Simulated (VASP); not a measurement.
# MgC18 in VASP: relaxation of the atoms with PBE+D3(BJ)

Aim: the relaxation of the atoms of MgC18 with PBE+D3(BJ).

All numbers are computed with VASP 6.6.1; they aren't measurements. Logs are shortened: lines on timing, memory, paths and dates and some standing lists are left out, and cuts for length are marked.

### Step 1. The cell of the first run

The cell holds a slab with vacuum, 19 atoms: a = 7.398 Å, b = 7.398 Å, c = 12.000 Å, α = 90.00°, β = 90.00°, γ = 120.00°.

### Step 2. Relaxation of the atoms, PBE+D3(BJ)

INCAR reads:

```
  PREC = Accurate
  ENCUT = 520
  EDIFF = 1E-6
  ISMEAR = -1
  SIGMA = 0.05
  LREAL = Auto
  LASPH = T
  NELM = 100
  ALGO = Normal
  ISIF = 2
  LWAVE = F
  LCHARG = F
  GGA = PE
  IVDW = 12
  IBRION = 2
  NSW = 80
  EDIFFG = -0.03
```

KPOINTS reads:

```
Automatic mesh
0
Gamma
  2 2 1
```

POSCAR reads:

```
MgC18
1.0
    7.3980000000      0.0000000000      0.0000000000
   -3.6990000000      6.4068560000      0.0000000000
    0.0000000000      0.0000000000     12.0000000000
C Mg
18 1
Direct
    0.0000000000      0.0000000000      0.0833333000
    0.2222222000      0.1111111000      0.0833333000
    0.0000000000      0.3333333000      0.0833333000
    0.2222222000      0.4444444000      0.0833333000
    0.0000000000      0.6666667000      0.0833333000
    0.2222222000      0.7777778000      0.0833333000
    0.3333333000      0.0000000000      0.0833333000
    0.5555556000      0.1111111000      0.0833333000
    0.3333333000      0.3333333000      0.0833333000
    0.5555556000      0.4444444000      0.0833333000
    0.3333333000      0.6666667000      0.0833333000
    0.5555556000      0.7777778000      0.0833333000
    0.6666667000      0.0000000000      0.0833333000
    0.8888889000      0.1111111000      0.0833333000
    0.6666667000      0.3333333000      0.0833333000
    0.8888889000      0.4444444000      0.0833333000
    0.6666667000      0.6666667000      0.0833333000
    0.8888889000      0.7777778000      0.0833333000
    0.1929763000      0.5871096000      0.2525000000
```

Potentials or basis: VASP PAW PBE potentials, release 64 (C, Mg).

The run is started by

```bash
$ cat potpaw_PBE.64/C/POTCAR potpaw_PBE.64/Mg/POTCAR > POTCAR
$ mpirun -np 1 vasp_std > vasp.out
```

OUTCAR:

```text
PREC = Accurate
   ENCUT = 520
   EDIFF = 1E-6
   ISMEAR = -1
   LREAL = Auto
   LASPH = T
   NELM = 100
   ISIF = 2
   GGA = PE
   IVDW = 12
   IBRION = 2
   NSW = 80
   EDIFFG = -0.03
 IVDW          = 12

 ion  position               nearest neighbor table
   1  0.000  0.000  0.083-   2 1.42  14 1.42  18 1.42
   2  0.222  0.111  0.083-   1 1.42   7 1.42   9 1.42
   3  0.000  0.333  0.083-   4 1.42  16 1.42  14 1.42  19 2.65
   4  0.222  0.444  0.083-   3 1.42   9 1.42  11 1.42  19 2.35
   5  0.000  0.667  0.083-   6 1.42  18 1.42  16 1.42  19 2.71
   6  0.222  0.778  0.083-   5 1.42  11 1.42   7 1.42  19 2.42
   7  0.333  0.000  0.083-   2 1.42   6 1.42   8 1.42
   8  0.556  0.111  0.083-  13 1.42  15 1.42   7 1.42
   9  0.333  0.333  0.083-   4 1.42   2 1.42  10 1.42
  10  0.556  0.444  0.083-  15 1.42   9 1.42  17 1.42
  11  0.333  0.667  0.083-   6 1.42  12 1.42   4 1.42  19 2.22
  12  0.556  0.778  0.083-  17 1.42  13 1.42  11 1.42
  13  0.667  0.000  0.083-  14 1.42   8 1.42  12 1.42
  14  0.889  0.111  0.083-  13 1.42   1 1.42   3 1.42
  15  0.667  0.333  0.083-  16 1.42  10 1.42   8 1.42
  16  0.889  0.444  0.083-  15 1.42   3 1.42   5 1.42  19 2.81
  17  0.667  0.667  0.083-  18 1.42  12 1.42  10 1.42
  18  0.889  0.778  0.083-  17 1.42   5 1.42   1 1.42
  19  0.193  0.587  0.252-  11 2.22   4 2.35   6 2.42   3 2.65   5 2.71  16 2.81

  LATTYP: Found a hexagonal cell.
 ALAT       =     7.3980000000
 C/A-ratio  =     1.6220600162

  Lattice vectors:

 A1 = (   7.3980000000,   0.0000000000,   0.0000000000)
 A2 = (  -3.6990000000,   6.4068560000,   0.0000000000)
 A3 = (   0.0000000000,   0.0000000000,  12.0000000000)

Analysis of symmetry for initial positions (statically):
=====================================================================
 Subroutine PRICEL returns:
 Original cell was already a primitive cell.

 Routine SETGRP: Setting up the symmetry group for a
 hexagonal supercell.

 Subroutine GETGRP returns: Found  1 space group operations
 (whereof  1 operations were pure point group operations)
 out of a pool of 24 trial point group operations.

The static configuration has the point symmetry C_1 .

Analysis of symmetry for dynamics (positions and initial velocities):
=====================================================================
 Subroutine PRICEL returns:
 Original cell was already a primitive cell.

 Routine SETGRP: Setting up the symmetry group for a
 hexagonal supercell.

 Subroutine GETGRP returns: Found  1 space group operations
 (whereof  1 operations were pure point group operations)
 out of a pool of 24 trial point group operations.

The dynamic configuration has the point symmetry C_1 .

 Subroutine INISYM returns: Found  1 space group operations
 (whereof  1 operations are pure point group operations),
 and found     1 'primitive' translations

----------------------------------------------------------------------------------------

                                     Primitive cell

  volume of cell :     568.7750

  direct lattice vectors                    reciprocal lattice vectors
     7.398000000  0.000000000  0.000000000     0.135171668  0.078041398  0.000000000
    -3.699000000  6.406856000  0.000000000     0.000000000  0.156082796  0.000000000
     0.000000000  0.000000000 12.000000000     0.000000000  0.000000000  0.083333333

  length of vectors
     7.398000000  7.398000054 12.000000000     0.156082797  0.156082796  0.083333333

  position of ions in fractional coordinates (direct lattice)
     0.000000000  0.000000000  0.083333300
     0.222222200  0.111111100  0.083333300
     0.000000000  0.333333300  0.083333300
     0.222222200  0.444444400  0.083333300
     0.000000000  0.666666700  0.083333300
     0.222222200  0.777777800  0.083333300
[... 11 lines left out ...]
     0.888888900  0.777777800  0.083333300
     0.192976300  0.587109600  0.252500000

  ion indices of the primitive-cell ions
   primitive index   ion index
                 1           1
                 2           2
                 3           3
                 4           4
                 5           5
                 6           6
[... 11 lines left out ...]
                18          18
                19          19

----------------------------------------------------------------------------------------

 KPOINTS: Automatic mesh

Automatic generation of k-mesh.
 Grid dimensions read from file:
 generate k-points for:    2    2    1

 Generating k-lattice:

  Cartesian coordinates                     Fractional coordinates (reciprocal lattice)
     0.067585834  0.039020699  0.000000000     0.500000000  0.000000000  0.000000000
     0.000000000  0.078041398  0.000000000     0.000000000  0.500000000  0.000000000
     0.000000000  0.000000000  0.083333333     0.000000000  0.000000000  1.000000000

  Length of vectors
     0.078041399  0.078041398  0.083333333

  Shift w.r.t. Gamma in fractional coordinates (k-lattice)
     0.000000000  0.000000000  0.000000000

 Subroutine IBZKPT returns following result:
 ===========================================

 Found      4 irreducible k-points:

 Following reciprocal coordinates:
            Coordinates               Weight
  0.000000  0.000000  0.000000      1.000000
  0.500000  0.000000  0.000000      1.000000
  0.000000  0.500000  0.000000      1.000000
  0.500000  0.500000  0.000000      1.000000
   k-points           NKPTS =      4   k-points in BZ     NKDIM =      4   number of bands    NBANDS=     47
   number of dos      NEDOS =    301   number of ions     NIONS =     19
   total plane-waves  NPLWV = 282240
   dimension x,y,z NGX =    56 NGY =   56 NGZ =   90
   dimension x,y,z NGXF=   112 NGYF=  112 NGZF=  180
   ions per type =              18   1
   NGX,Y,Z   is equivalent  to a cutoff of  12.58, 12.58, 12.47 a.u.
   NGXF,Y,Z  is equivalent  to a cutoff of  25.17, 25.17, 24.94 a.u.
 SYSTEM =  unknown system
   PREC   = accura    normal or accurate (medium, high low for compatibility)
   ISTART =      0    job   : 0-new  1-cont  2-samecut
   ICHARG =      2    charge: 1-file 2-atom 10-const
   ISPIN  =      1    spin polarized calculation?
   LNONCOLLINEAR =      F non collinear calculations
   LSORBIT =      F    spin-orbit coupling
   LASPH  =      T    aspherical Exc in radial PAW
   ENCUT  =  520.0 eV  38.22 Ry    6.18 a.u.  13.76 13.76 22.31*2*pi/ulx,y,z
   NELM   =    100;   NELMIN=  2; NELMDL= -5     # of ELM steps
   EDIFF  = 0.1E-05   stopping-criterion for ELM
   LREAL  =      T    real-space projection
   EDIFFG = -.3E-01   stopping-criterion for IOM
   NSW    =     80    number of steps for IOM
   IBRION =      2    ionic relax: 0-MD 1-quasi-New 2-CG
   NFREE  =      1    steps in history (QN), initial steepest desc. (CG)
   ISIF   =      2    stress and relaxation
   ISYM   =      2    0-nonsym 1-usesym 2-fastsym
   POTIM  = 0.5000    time-step for ionic-motion
   TEBEG  =    0.0;   TEEND  =   0.0 temperature during run
   PSTRESS=    0.0 pullay stress
   NELECT =      74.0000    total number of electrons
   NUPDOWN=      -1.0000    fix difference up-down
   EMIN   =  10.00;   EMAX   =-10.00  energy-range for DOS
   EFERMI =   0.00;   METHOD = LEGACY
   ISMEAR =    -1;   SIGMA  =   0.05  broadening in eV -4-tet -1-fermi 0-gaus
   EFERMI_NEDOS =   21; number of points for ismear=-14 and -15
   IALGO  =     38    algorithm
   IMIX   =      4    mixing-type and parameters
     AMIX     =   0.40;   BMIX     =  1.00
     AMIX_MAG =   1.60;   BMIX_MAG =  1.00
  volume/ion in A,a.u.               =      29.94       202.01
  Fermi-wavevector in a.u.,A,eV,Ry     =   0.829542  1.567608  9.362720  0.688140
  Thomas-Fermi vector in A             =   1.942107
   LORBIT       =      0    0 simple, 1 ext, 2 COOP (PROOUT), +10 PAW based schemes
   GGA     = PE    functional components
   LHFCALC =     F    Hartree Fock is set to
   AEXX    =    0.0000 exact exchange contribution
   IVDW    =    12    specifies the selected vdW correction
   LEPSILON=     F    determine dielectric tensor
   LRPA    =     F    only Hartree local field effects (RPA)
 conjugate gradient relaxation of ions
 non-spin polarized calculation
  energy-cutoff  :      520.00
  volume of cell :      568.78
 maximum number of plane-waves:     15363
 NGX is ok and might be reduce to    56
   NGX = 27   NGY = 27   NGZ = 45

--------------------------------------- Ionic step        1  -------------------------------------------

 number of electron      74.0000001 magnetization

 Free energy of the ion-electron system (eV)
  ---------------------------------------------------
  ext. energy  EPLUGINS =         0.00000000
  ---------------------------------------------------
  free energy    TOTEN  =      -165.19087094 eV

  energy without entropy =     -165.10615345  energy(sigma->0) =     -165.14851220

------------------------ aborting loop because EDIFF is reached ----------------------------------------

 Edisp (eV)   -1.72728

 E8    (eV) :    -0.5572

  FORCE on cell =-STRESS in cart. coord.  units (eV):
  Direction    XX          YY          ZZ          XY          YZ          ZX
  --------------------------------------------------------------------------------------
  -------------------------------------------------------------------------------------
  Total       4.19301     4.29952     1.95615    -0.04498    -0.26071    -0.60749
  in kB      11.81124    12.11127     5.51025    -0.12670    -0.73440    -1.71125
  external pressure =        9.81 kB  Pullay stress =        0.00 kB
[... 148 lines left out ...]
  FREE ENERGIE OF THE ION-ELECTRON SYSTEM (eV)
  ---------------------------------------------------
  free  energy   TOTEN  =      -166.9697706348 eV

  energy  without entropy=     -166.8818213081  energy(sigma->0) =     -166.92579597

[... ionic steps 4 to 63 ...]

--------------------------------------- Ionic step       64  -------------------------------------------

 number of electron      74.0000001 magnetization

------------------------ aborting loop because EDIFF is reached ----------------------------------------

 Edisp (eV)   -1.89848

 E8    (eV) :    -0.6037
[... 103 lines left out ...]
  energy  without entropy=     -167.4471946219  energy(sigma->0) =     -167.47706354

--------------------------------------- Ionic step       66  -------------------------------------------

 number of electron      74.0000001 magnetization

 Free energy of the ion-electron system (eV)
  ---------------------------------------------------
  ext. energy  EPLUGINS =         0.00000000
  ---------------------------------------------------
  free energy    TOTEN  =      -165.60877244 eV

  energy without entropy =     -165.54859090  energy(sigma->0) =     -165.57868167

 E-fermi :  -1.5452     XC(G=0):  -4.4199

 val. band max:       -1.6220375167   @ k =   0.0000   0.0000   0.0000
 cond. band min:      -1.4825462306   @ k =   0.0000   0.0000   0.0000
 fundamental gap:      0.1394912861
 Fermi energy:        -1.5452211459

 k-point     1 :       0.0000    0.0000    0.0000
  band No.  band energies     occupation
      1     -21.0632      2.00000
      2     -18.5450      2.00000
      3     -18.5175      2.00000
      4     -18.4612      2.00000
      5     -18.4605      2.00000
      6     -18.4422      2.00000
[... 39 lines left out ...]
     46       3.2915      0.00000
     47       3.3492      0.00000

 k-point     2 :       0.5000    0.0000    0.0000
  band No.  band energies     occupation
      1     -20.4174      2.00000
      2     -20.4002      2.00000
      3     -19.1433      2.00000
      4     -19.0885      2.00000
      5     -16.6583      2.00000
      6     -16.6496      2.00000
[... 39 lines left out ...]
     46       2.8451      0.00000
     47       3.1126      0.00000

 k-point     3 :       0.0000    0.5000    0.0000
  band No.  band energies     occupation
      1     -20.4173      2.00000
      2     -20.4003      2.00000
      3     -19.1434      2.00000
      4     -19.0883      2.00000
      5     -16.6580      2.00000
      6     -16.6504      2.00000
[... 39 lines left out ...]
     46       2.8451      0.00000
     47       3.1127      0.00000

 k-point     4 :       0.5000    0.5000    0.0000
  band No.  band energies     occupation
      1     -20.4173      2.00000
      2     -20.4003      2.00000
      3     -19.1434      2.00000
      4     -19.0883      2.00000
      5     -16.6582      2.00000
      6     -16.6501      2.00000
[... 89 lines left out ...]
  FREE ENERGIE OF THE ION-ELECTRON SYSTEM (eV)
  ---------------------------------------------------
  free  energy   TOTEN  =      -167.5070607962 eV

  energy  without entropy=     -167.4468792498  energy(sigma->0) =     -167.47697002

 reached required accuracy - stopping structural energy minimisation
```

Run time: 1.6 h. Hardware: 1 thread of Intel Xeon Platinum 8259CL at 2.50GHz (Skylake/Cascade Lake), shared host; peak memory 0.68 GiB.

Results:

- Free energy: -167.5071 eV
- Energy gained by relaxing: 31.0 meV/atom
- Ionic steps: 66
- Largest force after relaxing: 0.028 eV/Å
- Band gap on the k mesh: 0.14 eV
- Dispersion energy per atom: -0.100 eV

Forces in eV/Å, atoms in the order of the input:
```
C    0.019  0.001 -0.001
C   -0.005  0.000 -0.008
C    0.002  0.000 -0.011
C   -0.001 -0.010  0.009
C    0.000 -0.001 -0.013
C    0.008  0.006  0.005
C   -0.004 -0.004 -0.006
C    0.019  0.020  0.008
C   -0.005  0.002 -0.007
C    0.013  0.004  0.007
C   -0.012  0.007  0.012
C   -0.006 -0.004 -0.005
C    0.004  0.001  0.000
C   -0.014 -0.011  0.003
C   -0.009 -0.010  0.000
C    0.010  0.006 -0.013
C    0.005 -0.001 -0.001
C   -0.016 -0.002  0.002
Mg  -0.007 -0.003  0.020
```

The path:
| step | energy change (eV) | largest force (eV/Å) | pressure (GPa) |
| --- | --- | --- | --- |
| 1 | 0.0000 | 1.1008 | 0.98 |
| 3 | -0.0516 | 0.7759 | 0.93 |
| 5 | -0.0836 | 0.5875 | 0.86 |
| 7 | -0.1482 | 0.5862 | 0.68 |
| 9 | -0.1984 | 0.8506 | 0.72 |
| 11 | -0.2380 | 1.4743 | 0.89 |
| 13 | -0.2541 | 1.2435 | 0.67 |
| 15 | -0.2602 | 1.2125 | 0.66 |
| 17 | -0.2669 | 1.3741 | 0.51 |
| 19 | -0.3275 | 0.9686 | 0.46 |
| 21 | -0.3704 | 1.2606 | 0.42 |
| 23 | -0.4069 | 0.4613 | 0.41 |
| 25 | -0.4092 | 0.9037 | 0.42 |
| 27 | -0.4342 | 0.4620 | 0.41 |
| 29 | -0.4476 | 0.9495 | 0.41 |
| 31 | -0.4638 | 0.5377 | 0.41 |
| 33 | -0.5030 | 0.4440 | 0.37 |
| 35 | -0.5065 | 0.5102 | 0.36 |
| 37 | -0.5381 | 0.4135 | 0.32 |
| 39 | -0.5534 | 0.3839 | 0.30 |
| 41 | -0.5686 | 0.2962 | 0.28 |
| 43 | -0.5741 | 0.2476 | 0.27 |
| 45 | -0.5786 | 0.1369 | 0.27 |
| 47 | -0.5800 | 0.1008 | 0.26 |
| 49 | -0.5807 | 0.0961 | 0.26 |
| 51 | -0.5822 | 0.1523 | 0.25 |
| 53 | -0.5836 | 0.0831 | 0.24 |
| 55 | -0.5839 | 0.1373 | 0.24 |
| 57 | -0.5857 | 0.1217 | 0.23 |
| 59 | -0.5866 | 0.1132 | 0.22 |
| 61 | -0.5879 | 0.0914 | 0.22 |
| 63 | -0.5885 | 0.0686 | 0.21 |
| 65 | -0.5888 | 0.0332 | 0.21 |
| 66 | -0.5889 | 0.0281 | 0.21 |

Final structure:
```cif
data_structure
_symmetry_space_group_name_H-M 'P 1'
_symmetry_Int_Tables_number 1
_cell_length_a 7.3980
_cell_length_b 7.3980
_cell_length_c 12.0000
_cell_angle_alpha 90.000
_cell_angle_beta 90.000
_cell_angle_gamma 120.000
_cell_volume 568.78
loop_
_atom_site_label
_atom_site_type_symbol
_atom_site_fract_x
_atom_site_fract_y
_atom_site_fract_z
_atom_site_occupancy
C1 C 0.00100 0.00031 0.07846 1
C2 C 0.22490 0.11221 0.07836 1
C3 C 0.00228 0.33482 0.07801 1
C4 C 0.22385 0.44556 0.07741 1
C5 C 0.00228 0.66706 0.07812 1
C6 C 0.22376 0.77779 0.07753 1
C7 C 0.33564 0.00160 0.07805 1
C8 C 0.55698 0.11223 0.07827 1
C9 C 0.33570 0.33360 0.07798 1
C10 C 0.55702 0.44435 0.07826 1
C11 C 0.33464 0.66707 0.07719 1
C12 C 0.55845 0.77901 0.07779 1
C13 C 0.66899 0.00039 0.07824 1
C14 C 0.89037 0.11103 0.07832 1
C15 C 0.66768 0.33361 0.07847 1
C16 C 0.89151 0.44553 0.07833 1
C17 C 0.66899 0.66822 0.07825 1
C18 C 0.89040 0.77897 0.07840 1
Mg1 Mg 0.15853 0.57375 0.34704 1
```

Caveat: the k points lie up to 0.49 Å⁻¹ apart; there is no dipole correction, which matters where the two faces differ.
